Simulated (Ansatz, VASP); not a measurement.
# Al2Au: VASP beside Ansatz

```xyz
3
Lattice="0.0066 2.9964 2.9644 2.9991 0.0136 2.9573 3.0396 3.0299 -0.0268" Properties=species:S:1:pos:R:3 pbc="T T T"
Al    1.3242    1.4669    1.6399
Al    4.4448    4.5646    4.4057
Au    2.9765    3.0535    5.8321
```

Alike in both runs: task single point; functional r2SCAN; dispersion D3(BJ); k mesh 5 × 5 × 5; occupations fermi-dirac, width 0.02 eV; no spin polarisation.

|  | VASP | Ansatz |
| --- | --- | --- |
| version | VASP 6.6.1 | Ansatz 0.2.0 |
| potentials or method | VASP PAW PBE potentials, release 64 (Al, Au), cutoff 550 eV | plane waves, PAW |
| valence electrons in the cell | 17 | 25 |

VASP gave:

| Quantity | Value |
| --- | --- |
| pressure (GPa) | 1.4 |
| traceless stress, the component that is largest in VASP (GPa) | -4.83 |
| rms of the force components (eV/Å) | 0.704 |

Which values does Ansatz return?

Pressure (GPa): 1.7; traceless stress, the component that is largest in VASP (GPa): -4.85; rms of the force components (eV/Å): 0.705.

VASP's potentials were made for PBE, not for r2SCAN. Atom by atom the forces differ by 0.002 eV/Å (rms over components). VASP's potentials hold 17 valence electrons a cell and Ansatz's 25, so a difference there can come from the potentials and not from the codes. Ansatz's warnings: dispersion damping borrowed, stress scf threshold loose.

The k mesh is coarse, so the values compare programs but aren't converged. Neither program's run includes spin-orbit coupling.
